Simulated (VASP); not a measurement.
# P (Cmce) in VASP: single point with PBE+D3(BJ)

Aim: the single point of P with PBE+D3(BJ).

All numbers are computed with VASP 6.6.1; they aren't measurements. Logs are shortened: lines on timing, memory, paths and dates and some standing lists are left out, and cuts for length are marked.

## Step 1: The cell of the first run

It takes space group Cmce (No. 64, orthorhombic). Conventional cell: a = 3.316 Å, b = 10.484 Å, c = 4.379 Å, α = 90.00°, β = 90.00°, γ = 90.00°. Within 2.9 Å of P (site symmetry m) lie 3 P at 2.23 to 2.26 Å.

## Step 2: Single point, PBE+D3(BJ)

The input, INCAR:

```
SYSTEM = P
ALGO = Normal
EDIFF = 1E-7
ENCUT = 520
GGA = PE
ISIF = 2
ISMEAR = 0
IVDW = 12
LASPH = .TRUE.
LCHARG = .FALSE.
LREAL = .FALSE.
LWAVE = .FALSE.
NBANDS = 18
NELM = 100
PREC = Accurate
SIGMA = 0.05
```

The input, KPOINTS:

```
k-points
0
G
  12 12 10
  0 0 0
```

The input, POSCAR:

```
P
1.0
    1.6582000000     -5.2420000000      0.0000000000
    1.6582000000      5.2420000000      0.0000000000
    0.0000000000      0.0000000000      4.3793000000
P
4
Direct
    0.8975786610      0.1024213390      0.0798002434
    0.6024213390      0.3975786610      0.5798002434
    0.1024213390      0.8975786610      0.9201997566
    0.3975786610      0.6024213390      0.4201997566
```

Potentials or basis: VASP PAW PBE potentials, release 64 (P).

The run is started by

```console
$ cat potpaw_PBE.64/P/POTCAR > POTCAR
$ mpirun -np 1 vasp_std > vasp.out
```

OUTCAR:

```text
SYSTEM = P
   EDIFF = 1E-7
   ENCUT = 520
   GGA = PE
   ISIF = 2
   ISMEAR = 0
   IVDW = 12
   LASPH = .TRUE.
   LREAL = .FALSE.
   NELM = 100
   PREC = Accurate
 IVDW          = 12

 ion  position               nearest neighbor table
   1  0.898  0.102  0.080-   4 2.23   4 2.23   3 2.26
   2  0.602  0.398  0.580-   3 2.23   3 2.23   4 2.26
   3  0.102  0.898  0.920-   2 2.23   2 2.23   1 2.26
   4  0.398  0.602  0.420-   1 2.23   1 2.23   2 2.26

  LATTYP: Found a base centered orthorhombic cell.
 ALAT       =     3.3164000000
 B/A-ratio  =     3.1612591967
 C/A-ratio  =     1.3204981305

  Lattice vectors:

 A1 = (   1.6582000000,  -5.2420000000,   0.0000000000)
 A2 = (   1.6582000000,   5.2420000000,   0.0000000000)
 A3 = (   0.0000000000,   0.0000000000,   4.3793000000)

Analysis of symmetry for initial positions (statically):
=====================================================================
 Subroutine PRICEL returns:
 Original cell was already a primitive cell.

 Routine SETGRP: Setting up the symmetry group for a
 base centered orthorhombic supercell.

 Subroutine GETGRP returns: Found  8 space group operations
 (whereof  4 operations were pure point group operations)
 out of a pool of  8 trial point group operations.

The static configuration has the point symmetry C_2h.
 The point group associated with its full space group is D_2h.

Analysis of symmetry for dynamics (positions and initial velocities):
=====================================================================
 Subroutine PRICEL returns:
 Original cell was already a primitive cell.

 Routine SETGRP: Setting up the symmetry group for a
 base centered orthorhombic supercell.

 Subroutine GETGRP returns: Found  8 space group operations
 (whereof  4 operations were pure point group operations)
 out of a pool of  8 trial point group operations.

The dynamic configuration has the point symmetry C_2h.
 The point group associated with its full space group is D_2h.

 Subroutine INISYM returns: Found  8 space group operations
 (whereof  4 operations are pure point group operations),
 and found     1 'primitive' translations

----------------------------------------------------------------------------------------

                                     Primitive cell

  volume of cell :      76.1322

[... 92 lines left out ...]
   EDIFF  = 0.1E-06   stopping-criterion for ELM
   LREAL  =      F    real-space projection
   EDIFFG = 0.1E-05   stopping-criterion for IOM
   NSW    =      0    number of steps for IOM
   IBRION =     -1    ionic relax: 0-MD 1-quasi-New 2-CG
   NFREE  =      0    steps in history (QN), initial steepest desc. (CG)
   ISIF   =      2    stress and relaxation
   ISYM   =      2    0-nonsym 1-usesym 2-fastsym
   POTIM  = 0.5000    time-step for ionic-motion
   TEBEG  =    0.0;   TEEND  =   0.0 temperature during run
   PSTRESS=    0.0 pullay stress
   NELECT =      20.0000    total number of electrons
   NUPDOWN=      -1.0000    fix difference up-down
   EMIN   =  10.00;   EMAX   =-10.00  energy-range for DOS
   EFERMI =   0.00;   METHOD = LEGACY
   ISMEAR =     0;   SIGMA  =   0.05  broadening in eV -4-tet -1-fermi 0-gaus
   EFERMI_NEDOS =   21; number of points for ismear=-14 and -15
   IALGO  =     38    algorithm
   IMIX   =      4    mixing-type and parameters
     AMIX     =   0.40;   BMIX     =  1.00
     AMIX_MAG =   1.60;   BMIX_MAG =  1.00
  volume/ion in A,a.u.               =      19.03       128.44
  Fermi-wavevector in a.u.,A,eV,Ry     =   1.048484  1.981348 14.957149  1.099319
  Thomas-Fermi vector in A             =   2.183408
   LORBIT       =      0    0 simple, 1 ext, 2 COOP (PROOUT), +10 PAW based schemes
   GGA     = PE    functional components
   LHFCALC =     F    Hartree Fock is set to
   AEXX    =    0.0000 exact exchange contribution
   IVDW    =    12    specifies the selected vdW correction
   LEPSILON=     F    determine dielectric tensor
   LRPA    =     F    only Hartree local field effects (RPA)
 non-spin polarized calculation
 Gauss-broadening in eV      SIGMA  =   0.05
  energy-cutoff  :      520.00
  volume of cell :       76.13
 maximum number of plane-waves:      2080
 NGX is ok and might be reduce to    42
   NGX = 21   NGY = 21   NGZ = 17

 number of electron      20.0000000 magnetization

 Free energy of the ion-electron system (eV)
  ---------------------------------------------------
  ext. energy  EPLUGINS =         0.00000000
  ---------------------------------------------------
  free energy    TOTEN  =       -21.46816130 eV

  energy without entropy =      -21.46790526  energy(sigma->0) =      -21.46803328

 E-fermi :   6.6722     XC(G=0):  -9.8586

 val. band max:        6.6588903724   @ k =   0.5000   0.4167   0.0000
 cond. band min:       6.6724234765   @ k =   0.5000   0.1667   0.0000
 fundamental gap:      0.0135331041
 Fermi energy:         6.6722302837

 k-point     1 :       0.0000    0.0000    0.0000
  band No.  band energies     occupation
      1      -9.1771      2.00000
      2      -6.1710      2.00000
      3      -2.8965      2.00000
      4      -0.3575      2.00000
      5       1.6804      2.00000
      6       1.8937      2.00000
[... 481 lines left out ...]
      5       0.7354      2.00000
      6       0.9235      2.00000
[... 10 lines left out ...]
     17      12.0305      0.00000
     18      12.5681      0.00000

 [... further k-points ...]

------------------------ aborting loop because EDIFF is reached ----------------------------------------

 Edisp (eV)   -1.46899

 E8    (eV) :    -0.5565

  FORCE on cell =-STRESS in cart. coord.  units (eV):
  Direction    XX          YY          ZZ          XY          YZ          ZX
  --------------------------------------------------------------------------------------
  -------------------------------------------------------------------------------------
  Total      -1.05841    -0.81849    -1.08943     0.00000     0.00000     0.00000
  in kB     -22.27381   -17.22481   -22.92666     0.00000     0.00000     0.00000
  external pressure =      -20.81 kB  Pullay stress =        0.00 kB

 VOLUME and BASIS-vectors are now :
 -----------------------------------------------------------------------------
  energy-cutoff  :      520.00
  volume of cell :       76.13
      direct lattice vectors                 reciprocal lattice vectors
     1.658200000 -5.242000000  0.000000000     0.301531781 -0.095383441  0.000000000
     1.658200000  5.242000000  0.000000000     0.301531781  0.095383441  0.000000000
     0.000000000  0.000000000  4.379300000     0.000000000  0.000000000  0.228346996

 POSITION                                       TOTAL-FORCE (eV/Angst)
 -----------------------------------------------------------------------------------
      1.65820     -4.16821      0.34947         0.000000     -0.040406      0.038458
      1.65820     -1.07379      2.53912         0.000000      0.040406      0.038458
      1.65820      4.16821      4.02983         0.000000      0.040406     -0.038458
      1.65820      1.07379      1.84018         0.000000     -0.040406     -0.038458
 -----------------------------------------------------------------------------------
    total drift:                               -0.000000      0.000000      0.000000

  FREE ENERGIE OF THE ION-ELECTRON SYSTEM (eV)
  ---------------------------------------------------
  free  energy   TOTEN  =       -22.9371496879 eV

  energy  without entropy=      -22.9368936462  energy(sigma->0) =      -22.93702167
```

OSZICAR:

```text
N       E                     dE             d eps       ncg     rms          rms(c)
DAV:   1     0.564867202298E+02    0.56487E+02   -0.83034E+03  9288   0.944E+02
DAV:   2    -0.180044664012E+02   -0.74491E+02   -0.71642E+02 12280   0.149E+02
DAV:   3    -0.215737404855E+02   -0.35693E+01   -0.35423E+01 12288   0.328E+01
DAV:   4    -0.216111388351E+02   -0.37398E-01   -0.37368E-01 12002   0.403E+00
DAV:   5    -0.216117470754E+02   -0.60824E-03   -0.60817E-03 11980   0.493E-01    0.101E+01
DAV:   6    -0.215104732288E+02    0.10127E+00   -0.51279E-02 11146   0.120E+00    0.599E+00
DAV:   7    -0.214680186854E+02    0.42455E-01   -0.93678E-02 11156   0.165E+00    0.264E-01
DAV:   8    -0.214680538424E+02   -0.35157E-04   -0.10034E-02 10452   0.574E-01    0.133E-01
DAV:   9    -0.214681274505E+02   -0.73608E-04   -0.40850E-04 12060   0.122E-01    0.730E-02
DAV:  10    -0.214681521506E+02   -0.24700E-04   -0.52520E-05 11358   0.393E-02    0.309E-02
DAV:  11    -0.214681609948E+02   -0.88442E-05   -0.12179E-05 10910   0.238E-02    0.998E-03
DAV:  12    -0.214681613345E+02   -0.33969E-06   -0.37124E-07 12118   0.357E-03    0.269E-03
DAV:  13    -0.214681613044E+02    0.30053E-07   -0.14589E-07  7942   0.236E-03
   1 F= -.22937150E+02 E0= -.22937022E+02  d E =-.256042E-03
```

stdout:

```text
POSCAR found type information on POSCAR P
 POSCAR found :  1 types and       4 ions
 scaLAPACK will be used
 LDA part: xc-table for (Slater+PW92), standard interpolation
 POSCAR, INCAR and KPOINTS ok, starting setup
 FFT: planning ... GRIDC
 FFT: planning ... GRID_SOFT
 FFT: planning ... GRID
 WAVECAR not read
 entering main loop
```

Wall time 3.7 min (1 thread of Intel Xeon Platinum 8559C (Emerald Rapids), shared host); peak memory 0.4 GiB.

What came out:

* Free energy: -22.9371 eV
* Pressure: -2.1 GPa
* Largest force: 0.056 eV/Å
* Band gap on the k mesh: zero (bands 10 and 11 overlap by 0.08 eV)
* Dispersion energy per atom: -0.367 eV

Forces on the atoms (eV/Å):
```
P    0.000 -0.040  0.038
P    0.000  0.040  0.038
P    0.000  0.040 -0.038
P    0.000 -0.040 -0.038
```
